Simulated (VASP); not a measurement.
# Ba (P6_3/mmc) in VASP: further runs

The runs below take Ba through single point, relaxation of shape and atoms at fixed volume, with PBEsol.

Program: VASP 6.6.1. These are calculated values, not measurements. Logs are shortened: lines on timing, memory, paths and dates and some standing lists are left out, and cuts for length are marked.

### 1 The cell of the first run

The structure is hexagonal, space group P6_3/mmc (No. 194). Conventional cell: a = 4.067 Å, b = 4.067 Å, c = 6.485 Å, α = 90.00°, β = 90.00°, γ = 120.00°. Ba (site symmetry -6m2) has 12 Ba at 4.00 to 4.07 Å within 5.3 Å.

This isn't the form of Ba at room conditions, which is bcc.

### 2 Single point, PBEsol

INCAR

```
SYSTEM = Ba
ALGO     = Normal         ! electronic algorithm
EDIFF    = 1E-7           ! SCF threshold, eV
ENCUT    = 520            ! plane-wave cutoff, eV
GGA      = PS             ! functional
ISIF     = 2              ! what is computed and relaxed
ISMEAR   = -1             ! smearing method
LASPH    = .True.         ! aspherical terms in the spheres
LCHARG   = .False.        ! write CHGCAR
LREAL    = .False.        ! projectors in reciprocal space
LWAVE    = .False.        ! write WAVECAR
NBANDS   = 17             ! bands
NELM     = 60             ! most SCF steps
PREC     = Accurate       ! precision mode
SIGMA    = 0.08           ! smearing width, eV
```

KPOINTS

```
k-points
0
Gamma
  10 10 6
  0 0 0
```

POSCAR

```
Ba
1.0
    4.0672752589      0.0000000000      0.0000000000
   -2.0336376295      3.5223636983      0.0000000000
    0.0000000000      0.0000000000      6.4851615983
Ba
2
Direct
    0.3333333333      0.6666666667      0.2500000000
    0.6666666667      0.3333333333      0.7500000000
```

Potentials or basis: VASP PAW PBE potentials, release 64 (Ba_sv).

Launch:

```sh
> cat potpaw_PBE.64/Ba_sv/POTCAR > POTCAR
> mpirun -np 1 vasp_std > vasp.out
```

OUTCAR:

```text
SYSTEM = Ba
   EDIFF = 1E-7
   ENCUT = 520
   GGA = PS
   ISIF = 2
   ISMEAR = -1
   LASPH = .True.
   LREAL = .False.
   NELM = 60
   PREC = Accurate

 ion  position               nearest neighbor table
   1  0.333  0.667  0.250-   2 4.00   2 4.00   2 4.00   2 4.00   2 4.00   2 4.00
   2  0.667  0.333  0.750-   1 4.00   1 4.00   1 4.00   1 4.00   1 4.00   1 4.00

  LATTYP: Found a hexagonal cell.
 ALAT       =     4.0672752589
 C/A-ratio  =     1.5944732494

  Lattice vectors:

 A1 = (   4.0672752589,   0.0000000000,   0.0000000000)
 A2 = (  -2.0336376295,   3.5223636983,   0.0000000000)
 A3 = (   0.0000000000,   0.0000000000,   6.4851615983)

Analysis of symmetry for initial positions (statically):
=====================================================================
 Subroutine PRICEL returns:
 Original cell was already a primitive cell.

 Routine SETGRP: Setting up the symmetry group for a
 hexagonal supercell.

 Subroutine GETGRP returns: Found 24 space group operations
 (whereof 12 operations were pure point group operations)
 out of a pool of 24 trial point group operations.

The static configuration has the point symmetry D_3d.
 The point group associated with its full space group is D_6h.

Analysis of symmetry for dynamics (positions and initial velocities):
=====================================================================
 Subroutine PRICEL returns:
 Original cell was already a primitive cell.

 Routine SETGRP: Setting up the symmetry group for a
 hexagonal supercell.

 Subroutine GETGRP returns: Found 24 space group operations
 (whereof 12 operations were pure point group operations)
 out of a pool of 24 trial point group operations.

The dynamic configuration has the point symmetry D_3d.
 The point group associated with its full space group is D_6h.

 Subroutine INISYM returns: Found 24 space group operations
 (whereof 12 operations are pure point group operations),
 and found     1 'primitive' translations

----------------------------------------------------------------------------------------

                                     Primitive cell

  volume of cell :      92.9092

  direct lattice vectors                    reciprocal lattice vectors
     4.067275259  0.000000000  0.000000000     0.245864845  0.141950134  0.000000000
    -2.033637629  3.522363698  0.000000000     0.000000000  0.283900269  0.000000000
     0.000000000  0.000000000  6.485161598     0.000000000  0.000000000  0.154198162

  length of vectors
     4.067275259  4.067275259  6.485161598     0.283900269  0.283900269  0.154198162

  position of ions in fractional coordinates (direct lattice)
     0.333333333  0.666666667  0.250000000
     0.666666667  0.333333333  0.750000000

  ion indices of the primitive-cell ions
   primitive index   ion index
                 1           1
                 2           2

----------------------------------------------------------------------------------------

 KPOINTS: k-points

Automatic generation of k-mesh.
 Grid dimensions read from file:
 generate k-points for:   10   10    6

 Generating k-lattice:

  Cartesian coordinates                     Fractional coordinates (reciprocal lattice)
     0.024586484  0.014195013  0.000000000     0.100000000 -0.000000000  0.000000000
     0.000000000  0.028390027  0.000000000     0.000000000  0.100000000  0.000000000
     0.000000000  0.000000000  0.025699694     0.000000000  0.000000000  0.166666667

  Length of vectors
     0.028390027  0.028390027  0.025699694

  Shift w.r.t. Gamma in fractional coordinates (k-lattice)
     0.000000000  0.000000000  0.000000000

 Subroutine IBZKPT returns following result:
 ===========================================

 Found     56 irreducible k-points:

 Following reciprocal coordinates:
            Coordinates               Weight
  0.000000  0.000000  0.000000      1.000000
  0.100000 -0.000000  0.000000      6.000000
  0.200000 -0.000000  0.000000      6.000000
  0.300000 -0.000000  0.000000      6.000000
  0.400000  0.000000  0.000000      6.000000
  0.500000 -0.000000  0.000000      3.000000
[... 16 lines left out ...]
  0.300000  0.100000  0.166667     24.000000
  0.400000  0.100000  0.166667     24.000000
 [... further k-points ...]
   k-points           NKPTS =     56   k-points in BZ     NKDIM =     56   number of bands    NBANDS=     17
   number of dos      NEDOS =    301   number of ions     NIONS =      2
   total plane-waves  NPLWV =  43200
   dimension x,y,z NGX =    30 NGY =   30 NGZ =   48
   dimension x,y,z NGXF=    60 NGYF=   60 NGZF=   96
   ions per type =               2
   NGX,Y,Z   is equivalent  to a cutoff of  12.26, 12.26, 12.30 a.u.
   NGXF,Y,Z  is equivalent  to a cutoff of  24.52, 24.52, 24.61 a.u.
 SYSTEM =  Ba
   PREC   = accura    normal or accurate (medium, high low for compatibility)
   ISTART =      0    job   : 0-new  1-cont  2-samecut
   ICHARG =      2    charge: 1-file 2-atom 10-const
   ISPIN  =      1    spin polarized calculation?
   LNONCOLLINEAR =      F non collinear calculations
   LSORBIT =      F    spin-orbit coupling
   LASPH  =      T    aspherical Exc in radial PAW
   ENCUT  =  520.0 eV  38.22 Ry    6.18 a.u.   7.56  7.56 12.06*2*pi/ulx,y,z
   NELM   =     60;   NELMIN=  2; NELMDL= -5     # of ELM steps
   EDIFF  = 0.1E-06   stopping-criterion for ELM
   LREAL  =      F    real-space projection
   EDIFFG = 0.1E-05   stopping-criterion for IOM
   NSW    =      0    number of steps for IOM
   IBRION =     -1    ionic relax: 0-MD 1-quasi-New 2-CG
   NFREE  =      0    steps in history (QN), initial steepest desc. (CG)
   ISIF   =      2    stress and relaxation
   ISYM   =      2    0-nonsym 1-usesym 2-fastsym
   POTIM  = 0.5000    time-step for ionic-motion
   TEBEG  =    0.0;   TEEND  =   0.0 temperature during run
   PSTRESS=    0.0 pullay stress
   NELECT =      20.0000    total number of electrons
   NUPDOWN=      -1.0000    fix difference up-down
   EMIN   =  10.00;   EMAX   =-10.00  energy-range for DOS
   EFERMI =   0.00;   METHOD = LEGACY
   ISMEAR =    -1;   SIGMA  =   0.08  broadening in eV -4-tet -1-fermi 0-gaus
   EFERMI_NEDOS =   21; number of points for ismear=-14 and -15
   IALGO  =     38    algorithm
   IMIX   =      4    mixing-type and parameters
     AMIX     =   0.40;   BMIX     =  1.00
     AMIX_MAG =   1.60;   BMIX_MAG =  1.00
  volume/ion in A,a.u.               =      46.45       313.49
  Fermi-wavevector in a.u.,A,eV,Ry     =   0.981142  1.854090 13.097514  0.962640
  Thomas-Fermi vector in A             =   2.112126
   LORBIT       =      0    0 simple, 1 ext, 2 COOP (PROOUT), +10 PAW based schemes
   GGA     = PS    functional components
   LHFCALC =     F    Hartree Fock is set to
   AEXX    =    0.0000 exact exchange contribution
   IVDW    =     0    specifies the selected vdW correction
   LEPSILON=     F    determine dielectric tensor
   LRPA    =     F    only Hartree local field effects (RPA)
 non-spin polarized calculation
  energy-cutoff  :      520.00
  volume of cell :       92.91
 maximum number of plane-waves:      2529
   NGX = 15   NGY = 15   NGZ = 25

 number of electron      20.0000002 magnetization

 Free energy of the ion-electron system (eV)
  ---------------------------------------------------
  ext. energy  EPLUGINS =         0.00000000
  ---------------------------------------------------
  free energy    TOTEN  =        -4.13044214 eV

  energy without entropy =       -4.07399888  energy(sigma->0) =       -4.10222051

 E-fermi :   2.7003     XC(G=0):  -8.5679

 val. band max:        2.6974157543   @ k =   0.3000   0.2000   0.0000
 cond. band min:       2.7625014733   @ k =   0.2000   0.2000   0.0000
 fundamental gap:      0.0650857191
 Fermi energy:         2.7002995598

 k-point     1 :       0.0000    0.0000    0.0000
  band No.  band energies     occupation
      1     -25.7625      2.00000
      2     -25.6020      2.00000
      3     -11.5910      2.00000
      4     -10.5665      2.00000
      5     -10.5665      2.00000
      6     -10.3998      2.00000
[... 9 lines left out ...]
     16       5.3283      0.00000
     17       5.8785      0.00000

 k-point     2 :       0.1000   -0.0000    0.0000
  band No.  band energies     occupation
      1     -25.7508      2.00000
      2     -25.5971      2.00000
      3     -11.5554      2.00000
      4     -10.6543      2.00000
      5     -10.5944      2.00000
      6     -10.4912      2.00000
[... 9 lines left out ...]
     16       5.5383      0.00000
     17       5.6103      0.00000

 k-point     3 :       0.2000   -0.0000    0.0000
  band No.  band energies     occupation
      1     -25.7190      2.00000
      2     -25.5850      2.00000
      3     -11.4548      2.00000
      4     -10.8795      2.00000
      5     -10.7144      2.00000
      6     -10.6629      2.00000
[... 9 lines left out ...]
     16       5.5189      0.00000
     17       5.7746      0.00000

 k-point     4 :       0.3000   -0.0000    0.0000
  band No.  band energies     occupation
      1     -25.6768      2.00000
      2     -25.5725      2.00000
      3     -11.3082      2.00000
      4     -11.1484      2.00000
      5     -10.9650      2.00000
      6     -10.7415      2.00000
[... 9 lines left out ...]
     16       6.5150      0.00000
     17       6.5920      0.00000
[... 343 lines left out ...]
      1     -25.6843      2.00000
      2     -25.5842      2.00000
      3     -11.3517      2.00000
      4     -10.9913      2.00000
      5     -10.9199      2.00000
      6     -10.7042      2.00000
[... 9 lines left out ...]
     16       5.9928      0.00000
     17       6.4271      0.00000

 k-point    23 :       0.3000    0.1000    0.1667
  band No.  band energies     occupation
      1     -25.6452      2.00000
      2     -25.5734      2.00000
      3     -11.3464      2.00000
      4     -11.1721      2.00000
      5     -11.0225      2.00000
      6     -10.7954      2.00000
[... 9 lines left out ...]
     16       6.6773      0.00000
     17       7.4837      0.00000

 k-point    24 :       0.4000    0.1000    0.1667
  band No.  band energies     occupation
      1     -25.6167      2.00000
      2     -25.5709      2.00000
      3     -11.4385      2.00000
      4     -11.2553      2.00000
      5     -10.9919      2.00000
      6     -10.8337      2.00000
[... 9 lines left out ...]
     16       7.5930      0.00000
     17       8.0096      0.00000

 [... further k-points ...]

------------------------ aborting loop because EDIFF is reached ----------------------------------------

  FORCE on cell =-STRESS in cart. coord.  units (eV):
  Direction    XX          YY          ZZ          XY          YZ          ZX
  --------------------------------------------------------------------------------------
  -------------------------------------------------------------------------------------
  Total        1.5193811      1.5193811      1.5260151     -0.0000000      0.0000000     -0.0000000
  in kB       26.2010531     26.2010531     26.3154532     -0.0000000      0.0000000     -0.0000000
  external PRESSURE =      26.2391865 kB  Pullay stress =       0.0000000 kB

 VOLUME and BASIS-vectors are now :
 -----------------------------------------------------------------------------
  energy-cutoff  :      520.00
  volume of cell :       92.91
      direct lattice vectors                 reciprocal lattice vectors
     4.067275259  0.000000000  0.000000000     0.245864845  0.141950134  0.000000000
    -2.033637629  3.522363698  0.000000000     0.000000000  0.283900269  0.000000000
     0.000000000  0.000000000  6.485161598     0.000000000  0.000000000  0.154198162

 POSITION                                       TOTAL-FORCE (eV/Angst)
 -----------------------------------------------------------------------------------
     -0.00000      2.34824      1.62129         0.000000     -0.000000      0.000000
      2.03364      1.17412      4.86387        -0.000000      0.000000      0.000000
 -----------------------------------------------------------------------------------
    total drift:                                0.000000     -0.000000      0.000000

  FREE ENERGIE OF THE ION-ELECTRON SYSTEM (eV)
  ---------------------------------------------------
  free  energy   TOTEN  =        -4.1304421447 eV

  energy  without entropy=       -4.0739988843  energy(sigma->0) =       -4.10222051
```

Wall time 28 s (1 thread of Intel Xeon 6975P-C (Granite Rapids), shared host); peak memory 0.23 GiB.

Results:

| Item | Value |
| --- | --- |
| Free energy | -4.1304 eV |
| Pressure | 2.6 GPa |
| Band gap on the k mesh | zero (bands 10 and 11 overlap by 0.66 eV) |

Caveat: the PAW data sets were made with another functional, which shifts forces and pressure a little; spin-orbit coupling is left out, which moves the levels of the heavy elements.

(Continued in part 2 of 2.)

The gap in the log of VASP goes by the Fermi energy; the results here count the filled bands.